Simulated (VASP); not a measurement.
Input of a VASP 6.6.1 run:

Contents of INCAR:

```
SYSTEM = Sn
ALGO = Normal
EDIFF = 1E-7
ENCUT = 520
GGA = PS
ISIF = 2
ISMEAR = -1
LASPH = .True.
LCHARG = .False.
LREAL = .False.
LWAVE = .False.
NBANDS = 21
NELM = 100
PREC = Accurate
SIGMA = 0.05
```

The input KPOINTS:

```
k-points
0
Gamma
  12 12 12
  0 0 0
```

Contents of POSCAR:

```
Sn
1.0
   -2.9401404553      2.9401404553      1.5993019889
    2.9401404553     -2.9401404553      1.5993019889
    2.9401404553      2.9401404553     -1.5993019889
Sn
2
Direct
    0.7500000000      0.2500000000      0.5000000000
    0.0000000000      0.0000000000      0.0000000000
```

Potentials or basis: VASP PAW PBE potentials, release 64 (Sn_d).

Run with:

```console
$ cat potpaw_PBE.64/Sn_d/POTCAR > POTCAR
$ mpirun -np 1 vasp_std > vasp.out
```

Question: Predict the pressure.

Answer: -1.6 GPa.

Question: Predict the band gap on the k mesh.

Answer: Zero (bands 14 and 15 overlap by 4.06 eV).

Caveat: the PAW data sets were made with another functional, which shifts forces and pressure a little; spin-orbit coupling is left out, which moves the levels of the heavy elements.
